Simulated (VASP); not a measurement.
# Ag (a cell with a defect) in VASP: a series of runs

Runs on Ag (a cell with a defect). Level: LDA. Tasks: single point.

All numbers are computed with VASP 6.6.1; they aren't measurements. Logs are shortened: lines on timing, memory, paths and dates and some standing lists are left out, and cuts for length are marked.

## 1. The cell of the first run

The cell holds a defect, 15 atoms: a = 5.929 Å, b = 5.929 Å, c = 9.693 Å, α = 90.00°, β = 90.00°, γ = 120.00°.

## 2. Single point, LDA

INCAR

```
PREC     = Accurate       # precision mode
ENCUT    = 520            # plane-wave cutoff, eV
EDIFF    = 1E-6           # SCF threshold, eV
ISMEAR   = 1              # smearing method
SIGMA    = 0.15           # smearing width, eV
LREAL    = Auto         
LASPH    = T              # aspherical terms in the spheres
NELM     = 60             # most SCF steps
ALGO     = Normal         # electronic algorithm
ISIF     = 2              # what is computed and relaxed
LWAVE    = F              # write WAVECAR
LCHARG   = F              # write CHGCAR
GGA      = CA             # functional
NBANDS   = 96             # bands
```

KPOINTS

```
regular mesh
0
Gamma
  3 3 2
```

POSCAR

```
Ag
1.0
    5.9290315600      0.0000000000      0.0000000000
   -2.9645157800      5.1346829800      0.0000000000
    0.0000000000      0.0000000000      9.6928536200
Ag
15
Direct
    0.1910149054      0.3492217547      0.1247579967
    0.3302336119      0.1578954345      0.3716866200
    0.1554564873      0.3155552166      0.6247549212
    0.3302339199      0.1579038089      0.8778196116
    0.3205811150      0.6473871927      0.3846295576
    0.1646987181      0.8287039368      0.6247520325
    0.3205834018      0.6473961514      0.8648800785
    0.7258611793      0.4027220391      0.1247435531
    0.8228146159      0.1587749435      0.3739418898
    0.6552089248      0.3191996480      0.6247520325
    0.8228175996      0.1587741645      0.8755592865
    0.3551521545      0.8870660599      0.1247610918
    0.8282508858      0.6608815020      0.3896695595
    0.6566431969      0.8280715706      0.6247516198
    0.8282580720      0.6608779964      0.8598351246
```

Potentials or basis: VASP PAW LDA potentials, release 64 (Ag).

On the command line:

```sh
$ cat potpaw_LDA.64/Ag/POTCAR > POTCAR
$ mpirun -np 1 vasp_std > vasp.out
```

OUTCAR:

```text
PREC = Accurate
   ENCUT = 520
   EDIFF = 1E-6
   ISMEAR = 1
   LREAL = Auto
   LASPH = T
   NELM = 60
   ISIF = 2
   GGA = CA

 ion  position               nearest neighbor table
   1  0.191  0.349  0.125-  12 2.83   8 2.93   2 2.94   4 2.94   5 2.95   7 2.95   8 3.03   9 3.07
                            11 3.07  12 3.33
   2  0.330  0.158  0.372-   9 2.92  12 2.93   5 2.93   1 2.94  10 2.97  13 2.97  13 2.97   6 2.98
                             3 2.99   5 3.00   9 3.01   8 3.15
   3  0.155  0.316  0.625-   5 2.88   7 2.88   6 2.91  14 2.92  10 2.95  11 2.97   9 2.97  10 2.98
                             4 2.99   2 2.99  14 3.01   6 3.02
   4  0.330  0.158  0.878-  11 2.92  12 2.93   7 2.93   1 2.94  10 2.97  15 2.97  15 2.97   6 2.98
                             3 2.99   7 3.00  11 3.01   8 3.15
   5  0.321  0.647  0.385-  12 2.85   3 2.88  14 2.90   6 2.90   9 2.93   2 2.93   1 2.95  13 2.96
                            13 2.97   2 3.00   9 3.01
   6  0.165  0.829  0.625-  15 2.86  13 2.86   5 2.90   7 2.90  10 2.91   3 2.91  14 2.92   2 2.98
                             4 2.98  14 3.01   3 3.02  10 3.02
   7  0.321  0.647  0.865-  12 2.85   3 2.88  14 2.90   6 2.90  11 2.93   4 2.93   1 2.95  15 2.96
                            15 2.97   4 3.00  11 3.01
   8  0.726  0.403  0.125-  12 2.73  15 2.89  13 2.89   1 2.93  11 3.01   9 3.01   1 3.03   4 3.15
                             2 3.15  12 3.38
   9  0.823  0.159  0.374-   2 2.92   5 2.93  10 2.96  13 2.96  14 2.97   3 2.97  13 2.97   5 3.01
                             2 3.01   8 3.01   1 3.07  12 3.41
  10  0.655  0.319  0.625-  15 2.88  13 2.88   6 2.91  14 2.92   3 2.95  11 2.96   9 2.96   2 2.97
                             4 2.97   3 2.98  14 3.01   6 3.02
  11  0.823  0.159  0.876-   4 2.92   7 2.93  10 2.96  15 2.96  14 2.97   3 2.97  15 2.97   7 3.01
                             4 3.01   8 3.01   1 3.07  12 3.41
  12  0.355  0.887  0.125-   8 2.73   1 2.83   5 2.85   7 2.85   2 2.93   4 2.93   1 3.33   8 3.38
                             9 3.41  11 3.41
  13  0.828  0.661  0.390-   6 2.86  14 2.87  10 2.88   8 2.89   5 2.96   9 2.96   2 2.97   5 2.97
                             9 2.97   2 2.97
  14  0.657  0.828  0.625-  13 2.87  15 2.87   5 2.90   7 2.90  10 2.92   6 2.92   3 2.92  11 2.97
                             9 2.97   3 3.01   6 3.01  10 3.01
  15  0.828  0.661  0.860-   6 2.86  14 2.87  10 2.88   8 2.89   7 2.96  11 2.96   4 2.97   7 2.97
                            11 2.97   4 2.97

  LATTYP: Found a hexagonal cell.
 ALAT       =     5.9290315600
 C/A-ratio  =     1.6348122829

  Lattice vectors:

 A1 = (   5.9290315600,   0.0000000000,   0.0000000000)
 A2 = (  -2.9645157800,   5.1346829800,   0.0000000000)
 A3 = (   0.0000000000,   0.0000000000,   9.6928536200)

Analysis of symmetry for initial positions (statically):
=====================================================================
 Subroutine PRICEL returns:
 Original cell was already a primitive cell.

 Routine SETGRP: Setting up the symmetry group for a
 hexagonal supercell.

 Subroutine GETGRP returns: Found  1 space group operations
 (whereof  1 operations were pure point group operations)
 out of a pool of 24 trial point group operations.

The static configuration has the point symmetry C_1 .

Analysis of symmetry for dynamics (positions and initial velocities):
=====================================================================
 Subroutine PRICEL returns:
 Original cell was already a primitive cell.

 Routine SETGRP: Setting up the symmetry group for a
 hexagonal supercell.

 Subroutine GETGRP returns: Found  1 space group operations
 (whereof  1 operations were pure point group operations)
 out of a pool of 24 trial point group operations.

The dynamic configuration has the point symmetry C_1 .

 Subroutine INISYM returns: Found  1 space group operations
 (whereof  1 operations are pure point group operations),
 and found     1 'primitive' translations

----------------------------------------------------------------------------------------

                                     Primitive cell

  volume of cell :     295.0863

  direct lattice vectors                    reciprocal lattice vectors
[... 56 lines left out ...]

  Length of vectors
     0.064917912  0.064917997  0.051584396

  Shift w.r.t. Gamma in fractional coordinates (k-lattice)
     0.000000000  0.000000000  0.000000000

 Subroutine IBZKPT returns following result:
 ===========================================

 Found     10 irreducible k-points:

 Following reciprocal coordinates:
            Coordinates               Weight
  0.000000  0.000000  0.000000      1.000000
  0.333333 -0.000000  0.000000      2.000000
  0.000000  0.333333  0.000000      2.000000
 -0.333333  0.333333  0.000000      2.000000
  0.333333  0.333333  0.000000      2.000000
  0.000000  0.000000  0.500000      1.000000
  0.333333 -0.000000  0.500000      2.000000
  0.000000  0.333333  0.500000      2.000000
 -0.333333  0.333333  0.500000      2.000000
  0.333333  0.333333  0.500000      2.000000
   k-points           NKPTS =     10   k-points in BZ     NKDIM =     10   number of bands    NBANDS=     96
   number of dos      NEDOS =    301   number of ions     NIONS =     15
   total plane-waves  NPLWV = 165888
   dimension x,y,z NGX =    48 NGY =   48 NGZ =   72
   dimension x,y,z NGXF=    96 NGYF=   96 NGZF=  144
   ions per type =              15
   NGX,Y,Z   is equivalent  to a cutoff of  13.46, 13.46, 12.35 a.u.
   NGXF,Y,Z  is equivalent  to a cutoff of  26.92, 26.92, 24.70 a.u.
 SYSTEM =  unknown system
   PREC   = accura    normal or accurate (medium, high low for compatibility)
   ISTART =      0    job   : 0-new  1-cont  2-samecut
   ICHARG =      2    charge: 1-file 2-atom 10-const
   ISPIN  =      1    spin polarized calculation?
   LNONCOLLINEAR =      F non collinear calculations
   LSORBIT =      F    spin-orbit coupling
   LASPH  =      T    aspherical Exc in radial PAW
   ENCUT  =  520.0 eV  38.22 Ry    6.18 a.u.  11.02 11.02 18.02*2*pi/ulx,y,z
   NELM   =     60;   NELMIN=  2; NELMDL= -5     # of ELM steps
   EDIFF  = 0.1E-05   stopping-criterion for ELM
   LREAL  =      T    real-space projection
   EDIFFG = 0.1E-04   stopping-criterion for IOM
   NSW    =      0    number of steps for IOM
   IBRION =     -1    ionic relax: 0-MD 1-quasi-New 2-CG
   NFREE  =      0    steps in history (QN), initial steepest desc. (CG)
   ISIF   =      2    stress and relaxation
   ISYM   =      2    0-nonsym 1-usesym 2-fastsym
   POTIM  = 0.5000    time-step for ionic-motion
   TEBEG  =    0.0;   TEEND  =   0.0 temperature during run
   PSTRESS=    0.0 pullay stress
   NELECT =     165.0000    total number of electrons
   NUPDOWN=      -1.0000    fix difference up-down
   EMIN   =  10.00;   EMAX   =-10.00  energy-range for DOS
   EFERMI =   0.00;   METHOD = LEGACY
   ISMEAR =     1;   SIGMA  =   0.15  broadening in eV -4-tet -1-fermi 0-gaus
   EFERMI_NEDOS =   21; number of points for ismear=-14 and -15
   IALGO  =     38    algorithm
   IMIX   =      4    mixing-type and parameters
     AMIX     =   0.40;   BMIX     =  1.00
     AMIX_MAG =   1.60;   BMIX_MAG =  1.00
  volume/ion in A,a.u.               =      19.67       132.76
  Fermi-wavevector in a.u.,A,eV,Ry     =   1.348714  2.548699 24.749390  1.819029
  Thomas-Fermi vector in A             =   2.476360
   LORBIT       =      0    0 simple, 1 ext, 2 COOP (PROOUT), +10 PAW based schemes
   GGA     = CA    functional components
   LHFCALC =     F    Hartree Fock is set to
   AEXX    =    0.0000 exact exchange contribution
   IVDW    =     0    specifies the selected vdW correction
   LEPSILON=     F    determine dielectric tensor
   LRPA    =     F    only Hartree local field effects (RPA)
 non-spin polarized calculation
 Methfessel and Paxton  Order N= 1 SIGMA  =   0.15
  energy-cutoff  :      520.00
  volume of cell :      295.09
 maximum number of plane-waves:      7962
 NGX is ok and might be reduce to    48
   NGX = 23   NGY = 23   NGZ = 37

 number of electron     164.9999985 magnetization

 Free energy of the ion-electron system (eV)
  ---------------------------------------------------
  ext. energy  EPLUGINS =         0.00000000
  ---------------------------------------------------
  free energy    TOTEN  =       -53.04853562 eV

  energy without entropy =      -53.05424862  energy(sigma->0) =      -53.05043995

 E-fermi :   6.3310     XC(G=0): -11.6835

 val. band max:        6.2223735645   @ k =   0.0000   0.3333   0.5000
 cond. band min:       6.3471851487   @ k =   0.0000   0.3333   0.5000
 fundamental gap:      0.1248115842
 Fermi energy:         6.3309859860

 k-point     1 :       0.0000    0.0000    0.0000
  band No.  band energies     occupation
      1      -0.7197      2.00000
      2       0.4248      2.00000
      3       0.4558      2.00000
      4       0.5367      2.00000
      5       0.5540      2.00000
      6       0.5722      2.00000
[... 959 lines left out ...]
     93      10.4242      0.00000
     94      12.9346      0.00000
 [bands above 94 left out]

------------------------ aborting loop because EDIFF is reached ----------------------------------------

  FORCE on cell =-STRESS in cart. coord.  units (eV):
  Direction    XX          YY          ZZ          XY          YZ          ZX
  --------------------------------------------------------------------------------------
  -------------------------------------------------------------------------------------
  Total      -21.6583847    -20.1157733    -22.0787372     -0.2564405      0.0002105      0.0017054
  in kB     -117.5946582   -109.2190170   -119.8769712     -1.3923492      0.0011432      0.0092597
  external PRESSURE =    -115.5635488 kB  Pullay stress =       0.0000000 kB

 VOLUME and BASIS-vectors are now :
 -----------------------------------------------------------------------------
  energy-cutoff  :      520.00
  volume of cell :      295.09
      direct lattice vectors                 reciprocal lattice vectors
     5.929031560  0.000000000  0.000000000     0.168661609  0.097376995  0.000000000
    -2.964515780  5.134682980  0.000000000     0.000000000  0.194753990  0.000000000
     0.000000000  0.000000000  9.692853620     0.000000000  0.000000000  0.103168792

 POSITION                                       TOTAL-FORCE (eV/Angst)
 -----------------------------------------------------------------------------------
      0.09726      1.79314      1.20926         0.075280     -0.012171     -0.000322
      1.48988      0.81074      3.60270        -0.005447      0.009703      0.033053
     -0.01376      1.62028      6.05566         0.008576     -0.015809     -0.000321
      1.48986      0.81079      8.50858        -0.005970      0.008955     -0.033337
     -0.01845      3.32413      3.72816         0.004086      0.022102     -0.005906
     -1.48020      4.25513      6.05563        -0.004944      0.009713     -0.000478
     -0.01847      3.32417      8.38316         0.005181      0.022130      0.006263
      3.10978      2.06785      1.20912         0.122012     -0.041689     -0.000607
      4.40780      0.81526      3.62456         0.011028      0.005924      0.020538
      2.93848      1.63899      6.05563         0.007522      0.008415      0.000018
      4.40782      0.81526      8.48667         0.011449      0.006004     -0.021556
     -0.52401      4.55480      1.20929        -0.270875     -0.038567      0.000102
      2.95153      3.39342      3.77701         0.008982      0.006324     -0.002396
      1.43843      4.25188      6.05563         0.024107      0.003502      0.000933
      2.95158      3.39340      8.33426         0.009013      0.005465      0.004017
 -----------------------------------------------------------------------------------
    total drift:                               -0.001985      0.015124      0.003351

  FREE ENERGIE OF THE ION-ELECTRON SYSTEM (eV)
  ---------------------------------------------------
  free  energy   TOTEN  =       -53.0485356187 eV

  energy  without entropy=      -53.0542486201  energy(sigma->0) =      -53.05043995
```

Run time: 5.1 min. Hardware: 1 thread of Intel Xeon Platinum 8559C (Emerald Rapids), shared host; peak memory 0.41 GiB.

Results:

- Free energy: -53.0485 eV
- Pressure: -11.6 GPa
- Largest force: 0.274 eV/Å
- Band gap on the k mesh: zero (an odd number of electrons rules out a gap without spin polarisation)

Forces on the atoms (eV/Å):
```
Ag   0.075 -0.012  0.000
Ag  -0.005  0.010  0.033
Ag   0.009 -0.016  0.000
Ag  -0.006  0.009 -0.033
Ag   0.004  0.022 -0.006
Ag  -0.005  0.010  0.000
Ag   0.005  0.022  0.006
Ag   0.122 -0.042 -0.001
Ag   0.011  0.006  0.021
Ag   0.008  0.008  0.000
Ag   0.011  0.006 -0.022
Ag  -0.271 -0.039  0.000
Ag   0.009  0.006 -0.002
Ag   0.024  0.004  0.001
Ag   0.009  0.005  0.004
```

Levels at points of the mesh, in eV from the Fermi level:
```
           k point  band 81  band 82  band 83  band 84  band 85  band 86
(0.00, 0.00, 0.00)     0.26     0.36     0.75     1.03     1.08     1.25
(0.00, 0.00, 0.50)     0.30     0.35     0.53     0.62     0.88     1.32
```

Caveat: the k points lie up to 0.41 Å⁻¹ apart, too coarse for converged energies and pressures of a metal.

## 3. Single point, LDA

INCAR

```
SYSTEM = Ag
  PREC = Accurate
  ENCUT = 520
  EDIFF = 1E-6
  ISMEAR = 1
  SIGMA = 0.15
  LREAL = Auto
  LASPH = .TRUE.
  NELM = 100
  ALGO = Normal
  ISIF = 2
  LWAVE = .FALSE.
  LCHARG = .TRUE.
  GGA = CA
  LELF = .TRUE.
  LVHAR = .TRUE.
  NBANDS = 96
```

KPOINTS

```
Automatic mesh
0
G
  3 3 2
  0 0 0
```

POSCAR

```
Ag
1.0
    5.9290315600      0.0000000000      0.0000000000
   -2.9645157800      5.1346829800      0.0000000000
    0.0000000000      0.0000000000      9.6928536200
Ag
15
Direct
    0.1918355249      0.3452587057      0.1247958597
    0.3316537386      0.1633249810      0.3740342258
    0.1583533445      0.3215816841      0.6247920620
    0.3316507517      0.1633345239      0.8755457714
    0.3236749901      0.6556396983      0.3836225270
    0.1634097466      0.8314121858      0.6247905145
    0.3236823004      0.6556556682      0.8659603589
    0.7131295712      0.3740026419      0.1247786305
    0.8276683607      0.1642007897      0.3789602262
    0.6557385092      0.3242375443      0.6247890701
    0.8276710682      0.1642072165      0.8706184299
    0.2564430187      0.8635358828      0.1247964787
    0.8313231206      0.6636419450      0.3859520784
    0.6581763325      0.8291429123      0.6247905145
    0.8313300478      0.6636396080      0.8636310140
```

Potentials or basis: VASP PAW LDA potentials, release 64 (Ag).

On the command line:

```sh
$ cat potpaw_LDA.64/Ag/POTCAR > POTCAR
$ mpirun -np 1 vasp_std > vasp.out
```

Run time: 5.8 min. Hardware: 1 thread of Intel Xeon Platinum 8559C (Emerald Rapids), shared host; peak memory 0.41 GiB.

The run converged. Its results:

```
Free energy            : -53.2221 eV
Pressure               : -11.8 GPa
Largest force          : 0.243 eV/Å
Band gap on the k mesh : zero (an odd number of electrons rules out a gap without spin polarisation)
```

Forces on the atoms (eV/Å):
```
Ag   0.025 -0.004 -0.001
Ag   0.007  0.012  0.019
Ag   0.018  0.009  0.000
Ag   0.007  0.012 -0.019
Ag   0.012  0.025 -0.017
Ag   0.009  0.011 -0.001
Ag   0.013  0.024  0.018
Ag   0.023 -0.075  0.000
Ag   0.024  0.009  0.027
Ag   0.014  0.019  0.000
Ag   0.024  0.008 -0.025
Ag  -0.234 -0.067  0.000
Ag   0.016  0.007 -0.022
Ag   0.026  0.002  0.000
Ag   0.016  0.008  0.022
```

Stress tensor (GPa, compression positive):
```
-11.73  -0.15   0.00
 -0.15 -11.51   0.00
  0.00   0.00 -12.01
```

Levels at points of the mesh, in eV from the Fermi level:
| k point | band 80 | band 81 | band 82 | band 83 | band 84 | band 85 | band 86 | band 87 |
| --- | --- | --- | --- | --- | --- | --- | --- | --- |
| (0.00, 0.00, 0.00) | 0.09 | 0.24 | 0.30 | 0.75 | 0.92 | 0.93 | 1.23 | 1.27 |
| (0.00, 0.00, 0.50) | 0.21 | 0.23 | 0.29 | 0.46 | 0.62 | 0.70 | 1.32 | 1.35 |

Caveat: the k points lie up to 0.41 Å⁻¹ apart, too coarse for converged energies and pressures of a metal.

The gap in the log of VASP goes by the Fermi energy; the results here count the filled bands.